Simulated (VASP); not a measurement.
Set up this calculation in VASP 6.6.1, as the native input.

| Item | Value |
| --- | --- |
| Task | single point |
| Functional | PBEsol |
| Potentials or basis | VASP PAW PBE potentials, release 64 (Zr_sv) |
| Cutoff | 520 eV |
| k mesh | 9 × 9 × 5 |
| Occupations | fermi-dirac, width 0.05 eV |
| Spin | no spin polarisation |
| Dipole correction | no |
| Further INCAR settings | ALGO = Normal; EDIFF = 1e-07; NBANDS = 19 |

The structure of Zr lies in POSCAR:

```
Zr
1.0
    3.1825090000      0.0000000000      0.0000000000
   -1.5912540000      2.7561330000      0.0000000000
    0.0000000000      0.0000000000      5.1229500000
Zr
2
Direct
    0.3333330000      0.6666670000      0.2500000000
    0.6666670000      0.3333330000      0.7500000000
```

One way to write it, as run:

INCAR

```
SYSTEM = Zr
  ALGO = Normal
  EDIFF = 1E-7
  ENCUT = 520
  GGA = PS
  ISIF = 2
  ISMEAR = -1
  LASPH = .TRUE.
  LCHARG = .FALSE.
  LREAL = .FALSE.
  LWAVE = .FALSE.
  NBANDS = 19
  NELM = 100
  PREC = Accurate
  SIGMA = 0.05
```

KPOINTS

```
k-points
0
G
  9 9 5
  0 0 0
```

Potentials or basis: VASP PAW PBE potentials, release 64 (Zr_sv).

Run with:

```console
$ cat potpaw_PBE.64/Zr_sv/POTCAR > POTCAR
$ mpirun -np 1 vasp_std > vasp.out
```

It gave:

The pressure is 0.1 GPa. The band gap on the k mesh is zero (band 12 reaches 10.14 eV, above the bottom of band 13 at 9.02 eV).

Caveat: the PAW data sets were made with another functional, which shifts forces and pressure a little.

It took 27 s on 1 thread of Intel Xeon 6975P-C, on a shared host, peak memory 0.17 GiB.
